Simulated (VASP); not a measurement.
TiAl, 2 atoms in the cell. It takes space group Pm-3m (No. 221, cubic). Conventional cell: a = 3.179 Å, b = 3.179 Å, c = 3.179 Å, α = 90.00°, β = 90.00°, γ = 90.00°. Within 3.6 Å of Ti (site symmetry m-3m) lie 8 Al at 2.75 Å and 6 Ti at 3.18 Å. Al (site symmetry m-3m) has 8 Ti at 2.75 Å and 6 Al at 3.18 Å within 3.6 Å. 

* Program: VASP 6.6.1
* Task: single point
* Functional: LDA
* Potentials or basis: VASP PAW LDA potentials, release 64 (Ti_sv, Al)
* Cutoff: 520 eV
* k mesh: 8 × 8 × 8
* Occupations: fermi-dirac, width 0.05 eV
* Spin: no spin polarisation
* Dipole correction: no
* Further INCAR settings: ALGO = Normal; EDIFF = 1e-06; NBANDS = 14

Potentials or basis: VASP PAW LDA potentials, release 64 (Ti_sv, Al).

Launch:

```sh
$ cat potpaw_LDA.64/Ti_sv/POTCAR potpaw_LDA.64/Al/POTCAR > POTCAR
$ mpirun -np 1 vasp_std > vasp.out
```

Hardware: 1 thread of Intel Xeon 6975P-C, with other jobs on the host.

Q: Estimate the wall time of this run.

A: Run time: 4.9 s on 1 thread of Intel Xeon 6975P-C, on a shared host, peak memory 0.14 GiB. Counts: scf iterations 12, k points 35.
